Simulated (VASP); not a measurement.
# Al2BAs2 (P-3m1) in VASP: a series of runs

Runs on Al2BAs2. Level: PBE. Tasks: relaxation of cell and atoms.

Everything below comes from runs of VASP 6.6.1. Logs are shortened: lines on timing, memory, paths and dates and some standing lists are left out, and cuts for length are marked.

### Step 1. The cell of the first run

Symmetry: P-3m1, No. 164, trigonal system. The conventional cell has a = 3.196 Å, b = 3.196 Å, c = 9.168 Å, α = 90.00°, β = 90.00°, γ = 120.00°. Within 2.9 Å of Al (site symmetry 3m) lie 3 B at 2.15 Å and 3 As at 2.79 Å and 3 Al at 2.89 Å. Within 2.8 Å of B (site symmetry -3m) lie 6 Al at 2.15 Å. As (site symmetry 3m) has 3 Al at 2.79 Å and 9 As at 3.20 to 3.32 Å and 3 B at 3.70 Å within 3.7 Å.

The cell was built from a structure type or drawn by symmetry, and may not be a known phase.

### Step 2. Relaxation of cell and atoms, PBE

Input file INCAR:

```
PREC = Accurate
ENCUT = 600
EDIFF = 1E-6
ISMEAR = 0
SIGMA = 0.1
LREAL = F
LASPH = T
NELM = 60
ALGO = Normal
ISIF = 3
LWAVE = F
LCHARG = F
GGA = PE
IBRION = 2
NSW = 100
EDIFFG = -0.01
```

Input file KPOINTS:

```
regular mesh
0
Gamma
  12 12 4
```

Input file POSCAR:

```
Al2BAs2
1.0
    3.1958268149      0.0000000000      0.0000000000
   -1.5979134074      2.7676672078      0.0000000000
    0.0000000000      0.0000000000      9.1684787805
Al B As
2 1 2
Direct
    0.3333333333      0.6666666667      0.1209857394
    0.6666666667      0.3333333333      0.8790142606
    0.0000000000      0.0000000000      0.0000000000
    0.3333333333      0.6666666667      0.6505023970
    0.6666666667      0.3333333333      0.3494976030
```

Potentials or basis: VASP PAW PBE potentials, release 64 (Al, B, As).

Launch:

```console
cat potpaw_PBE.64/Al/POTCAR potpaw_PBE.64/B/POTCAR potpaw_PBE.64/As/POTCAR > POTCAR
mpirun -np 1 vasp_std > vasp.out
```

OUTCAR:

```text
PREC = Accurate
   ENCUT = 600
   EDIFF = 1E-6
   ISMEAR = 0
   LREAL = F
   LASPH = T
   NELM = 60
   ISIF = 3
   GGA = PE
   IBRION = 2
   NSW = 100
   EDIFFG = -0.01

 ion  position               nearest neighbor table
   1  0.333  0.667  0.121-   3 2.15   3 2.15   3 2.15   5 2.79   5 2.79   5 2.79   2 2.89   2 2.89
                             2 2.89
   2  0.667  0.333  0.879-   3 2.15   3 2.15   3 2.15   4 2.79   4 2.79   4 2.79   1 2.89   1 2.89
                             1 2.89
   3  0.000  0.000  0.000-   1 2.15   2 2.15   1 2.15   2 2.15   2 2.15   1 2.15
   4  0.333  0.667  0.651-   2 2.79   2 2.79   2 2.79
   5  0.667  0.333  0.349-   1 2.79   1 2.79   1 2.79

  LATTYP: Found a hexagonal cell.
 ALAT       =     3.1958268149
 C/A-ratio  =     2.8688909980

  Lattice vectors:

 A1 = (   3.1958268149,   0.0000000000,   0.0000000000)
 A2 = (  -1.5979134074,   2.7676672078,   0.0000000000)
 A3 = (   0.0000000000,   0.0000000000,   9.1684787805)

Analysis of symmetry for initial positions (statically):
=====================================================================
 Subroutine PRICEL returns:
 Original cell was already a primitive cell.

 Routine SETGRP: Setting up the symmetry group for a
 hexagonal supercell.

 Subroutine GETGRP returns: Found 12 space group operations
 (whereof 12 operations were pure point group operations)
 out of a pool of 24 trial point group operations.

The static configuration has the point symmetry D_3d.

Analysis of symmetry for dynamics (positions and initial velocities):
=====================================================================
 Subroutine PRICEL returns:
 Original cell was already a primitive cell.

 Routine SETGRP: Setting up the symmetry group for a
 hexagonal supercell.

 Subroutine GETGRP returns: Found 12 space group operations
 (whereof 12 operations were pure point group operations)
 out of a pool of 24 trial point group operations.

The dynamic configuration has the point symmetry D_3d.

 Subroutine INISYM returns: Found 12 space group operations
 (whereof 12 operations are pure point group operations),
 and found     1 'primitive' translations

----------------------------------------------------------------------------------------

                                     Primitive cell

  volume of cell :      81.0951

  direct lattice vectors                    reciprocal lattice vectors
     3.195826815  0.000000000  0.000000000     0.312908070  0.180657558  0.000000000
    -1.597913407  2.767667208  0.000000000     0.000000000  0.361315117  0.000000000
     0.000000000  0.000000000  9.168478780     0.000000000  0.000000000  0.109069348

  length of vectors
     3.195826815  3.195826815  9.168478780     0.361315117  0.361315117  0.109069348

  position of ions in fractional coordinates (direct lattice)
     0.333333333  0.666666667  0.120985739
     0.666666667  0.333333333  0.879014261
     0.000000000  0.000000000  0.000000000
     0.333333333  0.666666667  0.650502397
     0.666666667  0.333333333  0.349497603

  ion indices of the primitive-cell ions
   primitive index   ion index
                 1           1
                 2           2
                 3           3
                 4           4
                 5           5

----------------------------------------------------------------------------------------

 KPOINTS: regular mesh

Automatic generation of k-mesh.
 Grid dimensions read from file:
 generate k-points for:   12   12    4

 Generating k-lattice:

  Cartesian coordinates                     Fractional coordinates (reciprocal lattice)
     0.026075672  0.015054797  0.000000000     0.083333333  0.000000000  0.000000000
     0.000000000  0.030109593  0.000000000     0.000000000  0.083333333  0.000000000
     0.000000000  0.000000000  0.027267337     0.000000000  0.000000000  0.250000000

  Length of vectors
     0.030109593  0.030109593  0.027267337

  Shift w.r.t. Gamma in fractional coordinates (k-lattice)
     0.000000000  0.000000000  0.000000000

 Subroutine IBZKPT returns following result:
 ===========================================

 Found     69 irreducible k-points:

 Following reciprocal coordinates:
            Coordinates               Weight
  0.000000  0.000000  0.000000      1.000000
  0.083333  0.000000  0.000000      6.000000
  0.166667  0.000000  0.000000      6.000000
  0.250000  0.000000  0.000000      6.000000
  0.333333  0.000000  0.000000      6.000000
  0.416667 -0.000000  0.000000      6.000000
[... 16 lines left out ...]
  0.166667  0.000000  0.250000      6.000000
  0.000000  0.166667  0.250000      6.000000
 [... further k-points ...]
   k-points           NKPTS =     69   k-points in BZ     NKDIM =     69   number of bands    NBANDS=     13
   number of dos      NEDOS =    301   number of ions     NIONS =      5
   total plane-waves  NPLWV =  62720
   dimension x,y,z NGX =    28 NGY =   28 NGZ =   80
   dimension x,y,z NGXF=    56 NGYF=   56 NGZF=  160
   ions per type =               2   1   2
   NGX,Y,Z   is equivalent  to a cutoff of  14.57, 14.57, 14.51 a.u.
   NGXF,Y,Z  is equivalent  to a cutoff of  29.13, 29.13, 29.01 a.u.
 SYSTEM =  unknown system
   PREC   = accura    normal or accurate (medium, high low for compatibility)
   ISTART =      0    job   : 0-new  1-cont  2-samecut
   ICHARG =      2    charge: 1-file 2-atom 10-const
   ISPIN  =      1    spin polarized calculation?
   LNONCOLLINEAR =      F non collinear calculations
   LSORBIT =      F    spin-orbit coupling
   LASPH  =      T    aspherical Exc in radial PAW
   ENCUT  =  600.0 eV  44.10 Ry    6.64 a.u.   6.38  6.38 18.31*2*pi/ulx,y,z
   NELM   =     60;   NELMIN=  2; NELMDL= -5     # of ELM steps
   EDIFF  = 0.1E-05   stopping-criterion for ELM
   LREAL  =      F    real-space projection
   EDIFFG = -.1E-01   stopping-criterion for IOM
   NSW    =    100    number of steps for IOM
   IBRION =      2    ionic relax: 0-MD 1-quasi-New 2-CG
   NFREE  =      1    steps in history (QN), initial steepest desc. (CG)
   ISIF   =      3    stress and relaxation
   ISYM   =      2    0-nonsym 1-usesym 2-fastsym
   POTIM  = 0.5000    time-step for ionic-motion
   TEBEG  =    0.0;   TEEND  =   0.0 temperature during run
   PSTRESS=    0.0 pullay stress
   NELECT =      19.0000    total number of electrons
   NUPDOWN=      -1.0000    fix difference up-down
   EMIN   =  10.00;   EMAX   =-10.00  energy-range for DOS
   EFERMI =   0.00;   METHOD = LEGACY
   ISMEAR =     0;   SIGMA  =   0.10  broadening in eV -4-tet -1-fermi 0-gaus
   EFERMI_NEDOS =   21; number of points for ismear=-14 and -15
   IALGO  =     38    algorithm
   IMIX   =      4    mixing-type and parameters
     AMIX     =   0.40;   BMIX     =  1.00
     AMIX_MAG =   1.60;   BMIX_MAG =  1.00
  volume/ion in A,a.u.               =      16.22       109.45
  Fermi-wavevector in a.u.,A,eV,Ry     =   1.009240  1.907188 13.858431  1.018566
  Thomas-Fermi vector in A             =   2.142156
   LORBIT       =      0    0 simple, 1 ext, 2 COOP (PROOUT), +10 PAW based schemes
   GGA     = PE    functional components
   LHFCALC =     F    Hartree Fock is set to
   AEXX    =    0.0000 exact exchange contribution
   IVDW    =     0    specifies the selected vdW correction
   LEPSILON=     F    determine dielectric tensor
   LRPA    =     F    only Hartree local field effects (RPA)
 conjugate gradient relaxation of ions
 non-spin polarized calculation
 Gauss-broadening in eV      SIGMA  =   0.10
  energy-cutoff  :      600.00
  volume of cell :       81.10
 maximum number of plane-waves:      2737
 NGX is ok and might be reduce to    28
   NGX = 13   NGY = 13   NGZ = 37

--------------------------------------- Ionic step        1  -------------------------------------------

 number of electron      19.0000000 magnetization

 Free energy of the ion-electron system (eV)
  ---------------------------------------------------
  ext. energy  EPLUGINS =         0.00000000
  ---------------------------------------------------
  free energy    TOTEN  =       -22.13354309 eV

  energy without entropy =      -22.12183639  energy(sigma->0) =      -22.12768974

------------------------ aborting loop because EDIFF is reached ----------------------------------------

  FORCE on cell =-STRESS in cart. coord.  units (eV):
  Direction    XX          YY          ZZ          XY          YZ          ZX
  --------------------------------------------------------------------------------------
  -------------------------------------------------------------------------------------
  Total        0.0594988      0.0594988      0.8739942      0.0000000      0.0000000      0.0000000
  in kB        1.1755049      1.1755049     17.2673124      0.0000000      0.0000000      0.0000000
  external PRESSURE =       6.5394408 kB  Pullay stress =       0.0000000 kB
[... 98 lines left out ...]
  FREE ENERGIE OF THE ION-ELECTRON SYSTEM (eV)
  ---------------------------------------------------
  free  energy   TOTEN  =       -22.1483814838 eV

  energy  without entropy=      -22.1370351662  energy(sigma->0) =      -22.14270833

[... ionic steps 4 to 12 ...]

--------------------------------------- Ionic step       13  -------------------------------------------

 number of electron      18.9999999 magnetization

------------------------ aborting loop because EDIFF is reached ----------------------------------------

  FORCE on cell =-STRESS in cart. coord.  units (eV):
  Direction    XX          YY          ZZ          XY          YZ          ZX
  --------------------------------------------------------------------------------------
  -------------------------------------------------------------------------------------
  Total       -0.0076830     -0.0076830      0.0492170     -0.0000000      0.0000000      0.0000000
  in kB       -0.1515436     -0.1515436      0.9707772     -0.0000000      0.0000000      0.0000000
  external PRESSURE =       0.2225633 kB  Pullay stress =       0.0000000 kB
[... 63 lines left out ...]
  energy  without entropy=      -22.1553409533  energy(sigma->0) =      -22.16033849

--------------------------------------- Ionic step       15  -------------------------------------------

 number of electron      18.9999999 magnetization

 Free energy of the ion-electron system (eV)
  ---------------------------------------------------
  ext. energy  EPLUGINS =         0.00000000
  ---------------------------------------------------
  free energy    TOTEN  =       -22.16538901 eV

  energy without entropy =      -22.15503858  energy(sigma->0) =      -22.16021380

 E-fermi :   6.0817     XC(G=0): -10.3770

 val. band max:        6.0443906483   @ k =   0.3333   0.2500   0.2500
 cond. band min:       6.0858969515   @ k =   0.3333   0.0833   0.0000
 fundamental gap:      0.0415063032
 Fermi energy:         6.0817198554

 k-point     1 :       0.0000    0.0000    0.0000
  band No.  band energies     occupation
      1      -7.1417      2.00000
      2      -6.3338      2.00000
      3      -4.8512      2.00000
      4      -0.0859      2.00000
      5       1.0666      2.00000
      6       6.1976      0.10138
      7       8.2507      0.00000
      8       8.2507      0.00000
      9       9.5216      0.00000
     10       9.8390      0.00000
     11       9.8390      0.00000
     12      10.1936      0.00000
     13      10.1936      0.00000
[... 353 lines left out ...]
 k-point    24 :       0.0000    0.1667    0.2500
  band No.  band energies     occupation
      1      -6.5878      2.00000
      2      -5.9898      2.00000
      3      -4.2078      2.00000
      4      -0.1991      2.00000
      5       2.4817      2.00000
      6       5.5363      2.00000
      7       5.9289      1.96929
      8       6.9257      0.00000
      9       7.4017      0.00000
     10       7.4305      0.00000
     11       8.9858      0.00000
     12       9.4520      0.00000
     13      10.8757      0.00000

 [... further k-points ...]

------------------------ aborting loop because EDIFF is reached ----------------------------------------

  FORCE on cell =-STRESS in cart. coord.  units (eV):
  Direction    XX          YY          ZZ          XY          YZ          ZX
  --------------------------------------------------------------------------------------
  -------------------------------------------------------------------------------------
  Total       -0.0211744     -0.0211744     -0.0055155     -0.0000000      0.0000000      0.0000000
  in kB       -0.4168593     -0.4168593     -0.1085829     -0.0000000      0.0000000      0.0000000
  external PRESSURE =      -0.3141005 kB  Pullay stress =       0.0000000 kB
[... 20 lines left out ...]
  FREE ENERGIE OF THE ION-ELECTRON SYSTEM (eV)
  ---------------------------------------------------
  free  energy   TOTEN  =       -22.1653890097 eV

  energy  without entropy=      -22.1550385837  energy(sigma->0) =      -22.16021380

 reached required accuracy - stopping structural energy minimisation
```

Wall time 12 min (1 thread of Intel Xeon 8259CL, shared host); peak memory 0.33 GiB.

Results:

* Free energy: -22.1654 eV
* Relaxed volume: 16.28 Å³/atom
* Relaxed cell: a = 3.148 Å, b = 3.148 Å, c = 9.482 Å, α = 90.00°, β = 90.00°, γ = 120.00°
* Space group after relaxing (to 0.1 Å): P-3m1 (No. 164)
* Energy gained by relaxing: 6.4 meV/atom
* Ionic steps: 15
* Pressure after relaxing: 0.0 GPa
* Largest force after relaxing: 0.003 eV/Å
* Band gap on the k mesh: zero (an odd number of electrons rules out a gap without spin polarisation)

Forces on the atoms (eV/Å):
```
Al   0.000  0.000  0.000
Al   0.000  0.000  0.000
B    0.000  0.000  0.000
As   0.000  0.000  0.003
As   0.000  0.000 -0.003
```

The path:
```tsv
step	energy change (eV)	largest force (eV/Å)	pressure (GPa)	volume (Å³)
1	0.0000	0.3352	0.65	81.10
2	-0.0129	0.1802	-0.44	81.87
3	-0.0148	0.1007	-0.96	82.27
4	-0.0235	0.0673	-0.14	81.39
5	-0.0270	0.0201	0.90	80.32
6	-0.0272	0.0259	0.66	80.56
7	-0.0296	0.0651	0.24	80.74
8	-0.0297	0.0591	0.32	80.71
9	-0.0305	0.0438	-0.11	81.14
10	-0.0305	0.0476	-0.17	81.21
11	-0.0311	0.0403	-0.06	81.20
12	-0.0313	0.0341	0.03	81.19
13	-0.0315	0.0240	0.02	81.23
14	-0.0318	0.0081	0.01	81.34
15	-0.0318	0.0033	-0.03	81.38
```

Final structure:
```
Al B As
1.0
     3.14812    0.00000    0.00000
    -1.57406    2.72635    0.00000
     0.00000    0.00000    9.48200
Al B As
2 1 2
Direct
  0.33333 0.66667 0.12631
  0.66667 0.33333 0.87369
  0.00000 0.00000 0.00000
  0.33333 0.66667 0.65311
  0.66667 0.33333 0.34689
```

Caveat: this functional lacks dispersion, which binds the layers, so the pressure and a relaxed spacing across them are unreliable.

### Step 3. Relaxation of cell and atoms, PBE

This run uses another cell than the first one, of 17.26 Å³/atom.

Input file INCAR:

```
SYSTEM = Al2BAs2
PREC = Accurate ; ENCUT = 600
EDIFF = 1E-6 ; ISMEAR = 0
SIGMA = 0.1 ; LREAL = .FALSE.
LASPH = .TRUE. ; NELM = 60
ALGO = Normal ; ISIF = 3
LWAVE = .FALSE. ; LCHARG = .FALSE.
GGA = PE ; IBRION = 2
NSW = 100 ; EDIFFG = -0.01
```

Input file KPOINTS:

```
regular mesh
0
G
  12 12 4
  0 0 0
```

Input file POSCAR:

```
Al2BAs2
1.0
    3.0120691278      0.0000000000      0.0000000000
   -1.5060345639      2.6085283826      0.0000000000
    0.0000000000      0.0000000000     10.9808575155
Al B As
2 1 2
Direct
    0.3333333333      0.6666666667      0.1243335192
    0.6666666667      0.3333333333      0.8756664808
    0.0000000000      0.0000000000      0.0000000000
    0.3333333333      0.6666666667      0.6820175825
    0.6666666667      0.3333333333      0.3179824175
```

Potentials or basis: VASP PAW PBE potentials, release 64 (Al, B, As).

Launch:

```console
cat potpaw_PBE.64/Al/POTCAR potpaw_PBE.64/B/POTCAR potpaw_PBE.64/As/POTCAR > POTCAR
mpirun -np 1 vasp_std > vasp.out
```

Run time: 2 min. Hardware: 1 thread of Intel Xeon 8259CL, shared host; peak memory 0.3 GiB.

It converged, with:

- Free energy: -22.3729 eV
- Relaxed volume: 17.27 Å³/atom
- Relaxed cell: a = 3.013 Å, b = 3.013 Å, c = 10.988 Å, α = 90.00°, β = 90.00°, γ = 120.00°
- Space group after relaxing (to 0.1 Å): P-3m1 (No. 164)
- Energy gained by relaxing: 0.0 meV/atom
- Ionic steps: 2
- Pressure after relaxing: 0.0 GPa
- Largest force after relaxing: 0.009 eV/Å
- Band gap on the k mesh: zero (an odd number of electrons rules out a gap without spin polarisation)

Forces on the atoms (eV/Å):
```
Al   0.000  0.000 -0.009
Al   0.000  0.000  0.009
B    0.000  0.000  0.000
As   0.000  0.000  0.002
As   0.000  0.000 -0.002
```

Final structure:
```
Al B As
1.0
     3.01280    0.00000    0.00000
    -1.50640    2.60916    0.00000
     0.00000    0.00000   10.98784
Al B As
2 1 2
Direct
  0.33333 0.66667 0.12428
  0.66667 0.33333 0.87572
  0.00000 0.00000 0.00000
  0.33333 0.66667 0.68196
  0.66667 0.33333 0.31804
```

Levels at points of the mesh, in eV from the Fermi level:
```tsv
k point	band 6	band 7	band 8	band 9	band 10	band 11	band 12	band 13
(0.00, 0.00, 0.00)	-2.14	1.59	3.06	3.06	4.92	4.92	4.98	4.98
(0.50, 0.00, 0.00)	-5.44	-2.99	-2.13	-1.01	0.57	1.18	1.97	2.13
(0.00, 0.00, 0.50)	-2.97	3.06	3.06	3.24	4.07	4.95	4.95	4.96
(0.50, 0.00, 0.50)	-5.37	-3.08	-2.38	-0.61	0.57	1.58	1.92	2.19
```

Caveat: this functional lacks dispersion, which binds the layers, so the pressure and a relaxed spacing across them are unreliable.
